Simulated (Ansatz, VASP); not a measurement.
# One calculation of CuI, two programs

```
Cu I
1.0
     0.00000    2.93148    2.93148
     2.93148    0.00000    2.93148
     2.93148    2.93148    0.00000
Cu I
1 1
Direct
  0.25000 0.25000 0.25000
  0.00000 0.00000 0.00000
```

Alike in both runs: functional LDA; k mesh 9 × 9 × 9; occupations fermi-dirac, width 0.05 eV; no spin polarisation.

Ansatz relaxed the structure, and its values are those at the end. VASP's run is a single point on that final structure, the one shown.

```csv
,VASP,Ansatz
version,VASP 6.6.1,Ansatz 0.2.0
potentials or method,"VASP PAW LDA potentials, release 64 (Cu, I), cutoff 520 eV","all-electron LAPW, scalar-relativistic"
```

Ansatz gave:

| Property | Result |
| --- | --- |
| pressure (GPa) | 0.0 |

Question: What did VASP give for the same quantities?

Answer: Pressure (GPa): 0.2.

LDA's correlation is that of Perdew and Zunger in VASP and of Perdew and Wang (1992) in Ansatz. Ansatz ran all-electron here, and VASP with PAW potentials.

Spin-orbit coupling is off throughout.
